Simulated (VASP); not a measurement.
# MnO (Manganosite) (P1) in VASP: further runs, part 2 of 2

VASP 6.6.1.

## (4) Single point, LDA+U, collinear spin, ferromagnetic start

This run uses another cell than the first one, of 10.99 Å³/atom, 1.005 times its volume.

The input, INCAR:

```
SYSTEM = MnO
PREC = Accurate ; ENCUT = 520
EDIFF = 1E-6 ; ISMEAR = 1
SIGMA = 0.05 ; LREAL = .FALSE.
LASPH = .TRUE. ; NELM = 150
ALGO = Normal ; ISIF = 2
LWAVE = .FALSE. ; LCHARG = .FALSE.
ISPIN = 2 ; MAGMOM = 2.8 0
LORBIT = 11 ; LMAXMIX = 4
LDAU = .TRUE. ; LDAUTYPE = 2
LDAUL = 2 -1 ; LDAUU = 3 0
LDAUJ = 0 0 ; LDAUPRINT = 1
GGA = CA ; NBANDS = 20
```

The input, KPOINTS:

```
Automatic mesh
0
G
  6 6 6
  0 0 0
```

The input, POSCAR:

```
MnO
1.0
    0.0000000000      2.2230000000      2.2230000000
    2.2230000000      0.0000000000      2.2230000000
    2.2230000000      2.2230000000      0.0000000000
Mn O
1 1
Direct
    0.9911200000      0.9884300000      0.0357900000
    0.4676446064      0.5053853936      0.5363246064
```

Potentials or basis: VASP PAW LDA potentials, release 64 (Mn_pv, O).

Started as:

```sh
cat potpaw_LDA.64/Mn_pv/POTCAR potpaw_LDA.64/O/POTCAR > POTCAR
mpirun -np 1 vasp_std > vasp.out
```

OUTCAR:

```text
SYSTEM = MnO
   PREC = Accurate
   ENCUT = 520
   EDIFF = 1E-6
   ISMEAR = 1
   LREAL = .FALSE.
   LASPH = .TRUE.
   NELM = 150
   ISIF = 2
   ISPIN = 2
   LORBIT = 11
   GGA = CA

 ion  position               nearest neighbor table
   1  0.991  0.988  0.036-   2 2.17   2 2.18   2 2.21   2 2.24   2 2.26   2 2.27
   2  0.468  0.505  0.536-   1 2.17   1 2.18   1 2.21   1 2.24   1 2.26   1 2.27

  LATTYP: Found a face centered cubic cell.
 ALAT       =     4.4460000000

  Lattice vectors:

 A1 = (   0.0000000000,   2.2230000000,   2.2230000000)
 A2 = (   2.2230000000,   0.0000000000,   2.2230000000)
 A3 = (   2.2230000000,   2.2230000000,   0.0000000000)

Analysis of symmetry for initial positions (statically):
=====================================================================
 Subroutine PRICEL returns:
 Original cell was already a primitive cell.

 Routine SETGRP: Setting up the symmetry group for a
 face centered cubic supercell.

 Subroutine GETGRP returns: Found  1 space group operations
 (whereof  1 operations were pure point group operations)
 out of a pool of 48 trial point group operations.

The static configuration has the point symmetry C_1 .

Analysis of symmetry for dynamics (positions and initial velocities):
=====================================================================
 Subroutine PRICEL returns:
 Original cell was already a primitive cell.

 Routine SETGRP: Setting up the symmetry group for a
 face centered cubic supercell.

 Subroutine GETGRP returns: Found  1 space group operations
 (whereof  1 operations were pure point group operations)
 out of a pool of 48 trial point group operations.

The dynamic configuration has the point symmetry C_1 .

[... 184 lines left out ...]
  o =  0.9717  v =  0.0002 -0.0004 -0.0688 -0.0000 -0.9976  0.0000  0.0000  0.0000  0.0000  0.0000      0.0000  0.0000  0.0000  0.0000  0.0000  0.0000  0.0000  0.0000  0.0000  0.0000
  o =  0.9724  v = -0.0027 -0.0003  0.9976  0.0000 -0.0688  0.0000  0.0000  0.0000  0.0000  0.0000      0.0000  0.0000  0.0000  0.0000  0.0000  0.0000  0.0000  0.0000  0.0000  0.0000

 number of electron      19.0000002 magnetization       4.9998901

 Free energy of the ion-electron system (eV)
  ---------------------------------------------------
  ext. energy  EPLUGINS =         0.00000000
  ---------------------------------------------------
  free energy    TOTEN  =       -16.70861070 eV

  energy without entropy =      -16.70867472  energy(sigma->0) =      -16.70863204

 E-fermi :   6.8858     XC(G=0): -12.3363

 val. band max:        6.8824247556   @ k =   0.5000   0.0000   0.0000
 cond. band min:       7.2304283637   @ k =   0.5000   0.0000   0.5000
 fundamental gap:      0.3480036080
 Fermi energy:         6.8858186018

 spin component 1

 k-point     1 :       0.0000    0.0000    0.0000
  band No.  band energies     occupation
      1     -42.5726      1.00000
      2     -42.5710      1.00000
      3     -42.5700      1.00000
      4     -12.5639      1.00000
      5       2.8581      1.00000
      6       2.8832      1.00000
[... 1097 lines left out ...]
     19      31.6722      0.00000
     20      33.3868      0.00000

 [... further k-points ...]

------------------------ aborting loop because EDIFF is reached ----------------------------------------

  FORCE on cell =-STRESS in cart. coord.  units (eV):
  Direction    XX          YY          ZZ          XY          YZ          ZX
  --------------------------------------------------------------------------------------
  -------------------------------------------------------------------------------------
  Total       -0.7412678     -0.7090040     -0.7731304      0.0117519     -0.0043723      0.0031279
  in kB      -54.0551800    -51.7024193    -56.3786864      0.8569763     -0.3188382      0.2280924
  external PRESSURE =     -54.0454286 kB  Pullay stress =       0.0000000 kB

 VOLUME and BASIS-vectors are now :
 -----------------------------------------------------------------------------
  energy-cutoff  :      520.00
  volume of cell :       21.97
      direct lattice vectors                 reciprocal lattice vectors
     0.000000000  2.223000000  2.223000000    -0.224921278  0.224921278  0.224921278
     2.223000000  0.000000000  2.223000000     0.224921278 -0.224921278  0.224921278
     2.223000000  2.223000000  0.000000000     0.224921278  0.224921278 -0.224921278

 POSITION                                       TOTAL-FORCE (eV/Angst)
 -----------------------------------------------------------------------------------
      2.27684      2.28282      4.40054         0.107770     -0.144823     -0.039196
      2.31572      2.23182      2.16305        -0.107770      0.144823      0.039196
 -----------------------------------------------------------------------------------
    total drift:                               -0.000054     -0.000383     -0.000101

  FREE ENERGIE OF THE ION-ELECTRON SYSTEM (eV)
  ---------------------------------------------------
  free  energy   TOTEN  =       -16.7086107007 eV

  energy  without entropy=      -16.7086747246  energy(sigma->0) =      -16.70863204

 total charge

# of ion       s       p       d       tot
------------------------------------------
    1        0.215   6.188   4.968  11.372
    2        1.545   3.422   0.000   4.967
--------------------------------------------------
tot          1.760   9.610   4.968  16.338

 magnetization (x)

# of ion       s       p       d       tot
------------------------------------------
    1        0.029   0.022   4.502   4.553
    2        0.025   0.168   0.000   0.193
--------------------------------------------------
tot          0.054   0.190   4.502   4.746
```

stdout:

```text
POSCAR found type information on POSCAR MnO
 POSCAR found :  2 types and       2 ions
 scaLAPACK will be used
 LDA part: xc-table for (Slater(with rela. corr.)+CA(PZ))
 , standard interpolation
 POSCAR, INCAR and KPOINTS ok, starting setup
 FFT: planning ... GRIDC
 FFT: planning ... GRID_SOFT
 FFT: planning ... GRID
 WAVECAR not read
 entering main loop
```

It took 1.8 min on 1 thread of Intel Xeon 8259CL, shared host; peak memory 0.19 GiB.

What came out:

```
Free energy                                           : -16.7086 eV
Pressure                                              : -5.4 GPa
Largest force                                         : 0.185 eV/Å
Band gap on the k mesh                                : zero (filled and empty bands overlap)
Net moment                                            : 5.00 μB per cell
Site moments                                          : Mn +4.55; O +0.19 μB
Valence electrons inside the program's atomic spheres : Mn 11.37; O 4.97
```

Forces in eV/Å, atoms in the order of the input:
```
Mn   0.108 -0.145 -0.039
O   -0.108  0.145  0.039
```

Eigenvalues of the final occupation matrices:
| site | spin | trace | eigenvalues |
| --- | --- | --- | --- |
| site 1 d | 1 | 4.75 | 0.94 0.94 0.94 0.97 0.97 |
| site 1 d | 2 | 0.24 | 0.02 0.02 0.02 0.08 0.08 |

Caveat: the k points lie up to 0.41 Å⁻¹ apart; a cell with one magnetic atom can't hold antiferromagnetic order, which such compounds often take.

## (5) Single point, LDA+U, collinear spin, ferromagnetic start

This run uses another cell than the first one, of 10.99 Å³/atom, 1.005 times its volume.

Edit INCAR of step 4 so:

```diff
@@ -6,3 +6,3 @@
 ALGO = Normal ; ISIF = 2
-LWAVE = .FALSE. ; LCHARG = .FALSE.
+LWAVE = .FALSE. ; LCHARG = .TRUE.
 ISPIN = 2 ; MAGMOM = 2.8 0
@@ -12,2 +12,3 @@
 LDAUJ = 0 0 ; LDAUPRINT = 1
-GGA = CA ; NBANDS = 20
+LELF = .TRUE. ; LVHAR = .TRUE.
+NBANDS = 20
```

The input, KPOINTS:

```
regular mesh
0
G
  6 6 6
  0 0 0
```

Edit POSCAR of step 4 so:

```diff
@@ -9,2 +9,2 @@
     0.9911200000      0.9884300000      0.0357900000
-    0.4676446064      0.5053853936      0.5363246064
+    0.4653953936      0.5076346064      0.5340753936
```

Started as:

```sh
cat potpaw_LDA.64/Mn_pv/POTCAR potpaw_LDA.64/O/POTCAR > POTCAR
mpirun -np 1 vasp_std > vasp.out
```

It took 1.8 min on 1 thread of Intel Xeon 8259CL, shared host; peak memory 0.19 GiB.

It converged, with:

```yaml
Free_energy: -16.7070 eV
Pressure: -5.3 GPa
Largest_force: 0.209 eV/Å
Band_gap_on_the_k_mesh: zero (filled and empty bands overlap)
Net_moment: 5.00 μB per cell
Site_moments: Mn +4.55; O +0.19 μB
Valence_electrons_inside_the_program's_atomic_spheres: Mn 11.37; O 4.97
```

Forces on the atoms (eV/Å):
```
Mn   0.107 -0.175 -0.039
O   -0.107  0.175  0.039
```

Stress tensor (GPa, compression positive):
```
-5.42  0.10  0.02
 0.10 -4.94 -0.04
 0.02 -0.04 -5.63
```

Levels at points of the mesh, in eV from the Fermi level:
Spin up:
```
           k point  band 8  band 9  band 10  band 11  band 12  band 13  band 14  band 15  band 16  band 17
(0.00, 0.00, 0.00)   -3.81   -3.62    -3.08    -3.02    -2.92    -0.03    14.22    16.06    16.07    16.09
(0.50, 0.00, 0.00)   -3.08   -3.08    -2.39    -0.02     0.00     3.84     8.10    12.09    12.10    18.45
(0.00, 0.50, 0.00)   -3.08   -3.08    -2.39    -0.04    -0.01     3.84     8.11    12.10    12.11    18.45
(0.00, 0.00, 0.50)   -3.08   -3.08    -2.40    -0.05    -0.03     3.85     8.11    12.10    12.13    18.44
(0.50, 0.50, 0.50)   -3.08   -3.08    -2.39    -0.05    -0.03     3.85     8.11    12.10    12.12    18.44
(0.50, 0.50, 0.00)   -4.11   -3.06    -2.82    -2.82    -2.68     5.28     8.25    10.18    13.96    14.03
(0.00, 0.50, 0.50)   -4.15   -3.08    -2.82    -2.82    -2.68     5.27     8.26    10.19    13.97    14.00
(0.50, 0.00, 0.50)   -4.21   -3.12    -2.82    -2.82    -2.68     5.26     8.29    10.21    13.96    13.98
```
Spin down:
```tsv
k point	band 4	band 5	band 6	band 7	band 8	band 9	band 10	band 11
(0.00, 0.00, 0.00)	-18.97	-2.78	-2.77	-2.76	1.09	2.13	2.15	2.17
(0.50, 0.00, 0.00)	-17.93	-6.85	-4.10	-4.09	3.31	3.50	3.50	4.73
(0.00, 0.50, 0.00)	-17.93	-6.86	-4.10	-4.08	3.30	3.49	3.50	4.63
(0.00, 0.00, 0.50)	-17.93	-6.86	-4.08	-4.07	3.30	3.48	3.50	4.55
(0.50, 0.50, 0.50)	-17.93	-6.86	-4.09	-4.07	3.30	3.48	3.50	4.56
(0.50, 0.50, 0.00)	-17.93	-5.92	-3.78	-3.78	0.37	3.43	3.55	4.00
(0.00, 0.50, 0.50)	-17.93	-5.91	-3.78	-3.77	0.36	3.43	3.55	4.00
(0.50, 0.00, 0.50)	-17.93	-5.91	-3.77	-3.77	0.35	3.43	3.55	4.00
```

Eigenvalues of the final occupation matrices:
```csv
site,spin,trace,eigenvalues
site 1 d,1,4.75,0.94 0.94 0.94 0.97 0.97
site 1 d,2,0.24,0.02 0.02 0.02 0.08 0.08
```

Caveat: the k points lie up to 0.41 Å⁻¹ apart; a cell with one magnetic atom can't hold antiferromagnetic order, which such compounds often take. The state reached can hang on the start; a lower one may exist.

## (6) Single point, LDA+U, collinear spin, ferromagnetic start

This run uses another cell than the first one, of 10.99 Å³/atom, 1.005 times its volume.

The input, INCAR:

```
  ALGO = Normal
  EDIFF = 1E-7
  ENCUT = 520
  ISIF = 2
  ISMEAR = 1
  ISPIN = 2
  LASPH = T
  LCHARG = F
  LDAU = T
  LDAUJ = 0 0
  LDAUL = 2 -1
  LDAUPRINT = 1
  LDAUTYPE = 2
  LDAUU = 3 0
  LMAXMIX = 4
  LORBIT = 11
  LREAL = F
  LWAVE = F
  MAGMOM = 2.8 0
  NBANDS = 20
  NELM = 150
  PREC = Accurate
  SIGMA = 0.05
```

The input, KPOINTS:

```
k-points
0
Gamma
  6 6 6
```

Edit POSCAR of step 5 so:

```diff
@@ -9,2 +9,2 @@
     0.9911200000      0.9884300000      0.0357900000
-    0.4653953936      0.5076346064      0.5340753936
+    0.4710184256      0.5020115744      0.5396984256
```

Potentials or basis: VASP PAW LDA potentials, release 64 (Mn_pv, O).

Started as:

```sh
cat potpaw_LDA.64/Mn_pv/POTCAR potpaw_LDA.64/O/POTCAR > POTCAR
mpirun -np 1 vasp_std > vasp.out
```

Wall time 90 s (1 thread of Intel Xeon 8259CL, shared host); peak memory 0.19 GiB.

The run converged. Its results:

| Property | Result |
| --- | --- |
| Free energy | -16.7104 eV |
| Pressure | -5.5 GPa |
| Largest force | 0.154 eV/Å |
| Band gap on the k mesh | zero (filled and empty bands overlap) |
| Net moment | 5.00 μB per cell |
| Site moments | Mn +4.55; O +0.19 μB |
| Valence electrons inside the program's atomic spheres | Mn 11.37; O 4.97 |

Forces in eV/Å, atoms in the order of the input:
```
Mn   0.109 -0.101 -0.040
O   -0.109  0.101  0.040
```

Stress tensor (GPa, compression positive):
```
-5.39  0.06  0.02
 0.06 -5.44 -0.02
 0.02 -0.02 -5.65
```

Levels at points of the mesh, in eV from the Fermi level:
Spin up:
```tsv
k point	band 8	band 9	band 10	band 11	band 12	band 13	band 14	band 15	band 16	band 17
(0.00, 0.00, 0.00)	-3.71	-3.62	-3.13	-3.08	-3.03	-0.03	14.23	16.07	16.08	16.08
(0.50, 0.00, 0.00)	-3.08	-3.08	-2.39	-0.02	-0.01	3.83	8.11	12.08	12.09	18.45
(0.00, 0.50, 0.00)	-3.08	-3.08	-2.39	-0.03	-0.01	3.83	8.11	12.09	12.09	18.45
(0.00, 0.00, 0.50)	-3.08	-3.08	-2.40	-0.04	-0.02	3.84	8.11	12.09	12.10	18.45
(0.50, 0.50, 0.50)	-3.08	-3.08	-2.40	-0.04	-0.02	3.84	8.11	12.09	12.10	18.45
(0.50, 0.50, 0.00)	-4.18	-3.10	-2.82	-2.82	-2.69	5.28	8.25	10.20	13.95	13.99
(0.00, 0.50, 0.50)	-4.22	-3.12	-2.82	-2.82	-2.69	5.28	8.26	10.21	13.95	13.97
(0.50, 0.00, 0.50)	-4.22	-3.12	-2.82	-2.82	-2.69	5.28	8.26	10.21	13.96	13.97
```
Spin down:
```
           k point  band 5  band 6  band 7  band 8  band 9  band 10
(0.00, 0.00, 0.00)   -2.77   -2.76   -2.76    1.09    2.13     2.14
(0.50, 0.00, 0.00)   -6.86   -4.10   -4.09    3.31    3.50     3.50
(0.00, 0.50, 0.00)   -6.86   -4.09   -4.08    3.30    3.49     3.50
(0.00, 0.00, 0.50)   -6.86   -4.09   -4.08    3.30    3.49     3.50
(0.50, 0.50, 0.50)   -6.86   -4.09   -4.08    3.30    3.49     3.50
(0.50, 0.50, 0.00)   -5.92   -3.77   -3.77    0.35    3.42     3.55
(0.00, 0.50, 0.50)   -5.92   -3.77   -3.77    0.34    3.42     3.55
(0.50, 0.00, 0.50)   -5.92   -3.77   -3.77    0.34    3.42     3.55
```

Eigenvalues of the final occupation matrices:
| site | spin | trace | eigenvalues |
| --- | --- | --- | --- |
| site 1 d | 1 | 4.75 | 0.94 0.94 0.94 0.97 0.97 |
| site 1 d | 2 | 0.24 | 0.02 0.02 0.02 0.08 0.08 |

Caveat: the k points lie up to 0.41 Å⁻¹ apart; a cell with one magnetic atom can't hold antiferromagnetic order, which such compounds often take.
